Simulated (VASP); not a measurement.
A run of VASP 6.6.1:

Contents of INCAR:

```
SYSTEM = Ge
ALGO     = Normal         ! electronic algorithm
EDIFF    = 1E-6           ! SCF threshold, eV
ENCUT    = 520            ! plane-wave cutoff, eV
GGA      = RP             ! functional
ISIF     = 2              ! what is computed and relaxed
ISMEAR   = -1             ! smearing method
LASPH    = .TRUE.         ! aspherical terms in the spheres
LCHARG   = .FALSE.        ! write CHGCAR
LREAL    = .FALSE.        ! projectors in reciprocal space
LWAVE    = .FALSE.        ! write WAVECAR
NBANDS   = 13             ! bands
NELM     = 80             ! most SCF steps
PREC     = Accurate       ! precision mode
SIGMA    = 0.1            ! smearing width, eV
```

File KPOINTS:

```
k-points
0
G
  13 13 13
  0 0 0
```

POSCAR

```
Ge
1.0
    2.6995688225      0.0000000000      0.0000000000
    0.0000000000      2.6995688225      0.0000000000
    0.0000000000      0.0000000000      2.6995688225
Ge
1
Direct
    0.0000000000      0.0000000000      0.0000000000
```

Potentials or basis: VASP PAW PBE potentials, release 64 (Ge_d).

Launch:

```console
$ cat potpaw_PBE.64/Ge_d/POTCAR > POTCAR
$ mpirun -np 1 vasp_std > vasp.out
```

Hardware: 1 thread of AMD EPYC 7R13 (shared host).

Task: Estimate the wall time of this run.

Result: Wall time 22 s on 1 thread of AMD EPYC 7R13 (shared host), peak memory 0.1 GiB. Counts: scf iterations 10, k points 84.
